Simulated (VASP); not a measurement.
Runs of VASP 6.6.1 on CuO (Tenorite). The structure is that of space group C2/c (No. 15), or close to it. The cells are those of the table. 

```tsv
task	level	potentials or basis	cell	cutoff (eV)	gap on the mesh (eV)	pressure (GPa)	largest force (eV/Å)
single point	LDA	VASP PAW LDA potentials, release 64 (Cu, O)	a = 2.900, b = 2.900, c = 5.129 Å, angles 97.7, 97.7, 72.3°, 4 atoms	520	none	-8.7	0.43
relaxation of cell and atoms	LDA	VASP PAW LDA potentials, release 64 (Cu, O)	relaxed from a = 2.900, b = 2.900, c = 5.129 Å, angles 97.7, 97.7, 72.3°, 4 atoms	600	none	-0.1	0.01
single point	BLYP	VASP PAW PBE potentials, release 64 (Cu, O)	a = 2.841, b = 2.841, c = 5.024 Å, angles 97.7, 97.7, 72.3°, 4 atoms	520	none	27.9	(a)
single point	LDA	VASP PAW LDA potentials, release 64 (Cu, O)	a = 2.939, b = 2.939, c = 5.196 Å, angles 97.7, 97.7, 72.3°, 4 atoms	520	none	-14.7	0.54
single point	BLYP	VASP PAW PBE potentials, release 64 (Cu, O)	a = 2.957, b = 2.957, c = 5.229 Å, angles 97.7, 97.7, 72.3°, 4 atoms	520	none	(b)	(c)
```

Alike in all rows: no spin polarisation; k mesh 10 × 10 × 5; smearing fermi-dirac 0.05 eV.

Question: Fill in the values left out.

Answer: (a) 0.05; (b) 2.8; (c) 0.35.

Caveats: semilocal functionals often make such compounds metallic where correlation or magnetic order opens a gap, which also shifts bond lengths; the PAW data sets were made with another functional, which shifts forces and pressure a little (some runs).

A gap of «none» marks levels without a gap at the run's occupations.
